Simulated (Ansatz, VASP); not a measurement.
Al2SiO5 in VASP and in Ansatz

```xyz
32
Lattice="7.7230 0.0000 0.0000 0.0000 7.8413 0.0000 0.0000 0.0000 5.5325" Properties=species:S:1:pos:R:3 pbc="T T T"
Al    0.0000    0.0000    1.3407
Al    3.8615    3.9206    1.4255
Al    0.0000    0.0000    4.1918
Al    3.8615    3.9206    4.1070
Al    6.7161    2.8382    0.0000
Al    1.0070    5.0031    0.0000
Al    2.8545    1.0825    2.7663
Al    4.8685    6.7588    2.7663
Si    1.8949    1.9612    0.0000
Si    5.8281    5.8801    0.0000
Si    5.7565    1.9594    2.7663
Si    1.9666    5.8819    2.7663
O     0.5929    6.7604    0.0000
O     7.1302    1.0809    0.0000
O     4.4544    5.0015    2.7663
O     3.2687    2.8397    2.7663
O     0.5777    6.7551    2.7663
O     7.1453    1.0862    2.7663
O     4.4393    5.0069    0.0000
O     3.2838    2.8344    0.0000
O     0.7938    3.1408    0.0000
O     6.9292    4.7005    0.0000
O     4.6554    0.7798    2.7663
O     3.0677    7.0615    2.7663
O     1.7632    1.0316    1.3309
O     5.9599    6.8097    1.3309
O     5.6247    2.8890    1.4354
O     2.0984    4.9523    1.4354
O     5.9599    6.8097    4.2017
O     1.7632    1.0316    4.2017
O     2.0984    4.9523    4.0971
O     5.6247    2.8890    4.0971
```

Alike in both runs: functional LDA; k mesh 4 × 4 × 4; occupations gaussian, width 0.1 eV; no spin polarisation.

Ansatz relaxed the structure, and its values are those at the end. VASP's run is a single point on that final structure, the one shown.

|  | VASP | Ansatz |
| --- | --- | --- |
| version | VASP 6.6.1 | Ansatz 0.2.0 |
| potentials or method | VASP PAW LDA potentials, release 64 (Al, Si, O), cutoff 520 eV | scalar-relativistic, plane waves, PAW |
| valence electrons in the cell | 160 | 160 |

|  | VASP | Ansatz | Ansatz less VASP |
| --- | --- | --- | --- |
| gap on the k mesh at the Fermi level (eV) | 4.96 | 4.96 | +0.004 |
| least direct gap on the mesh (eV) | 4.96 | 4.96 | +0.004 |
| pressure (GPa) | 0.6 | -0.2 | -0.79 |
| rms of the force components (eV/Å) | 0.030 | 0.012 | -0.0185 |

LDA's correlation is that of Perdew and Zunger in VASP and of Perdew and Wang (1992) in Ansatz.
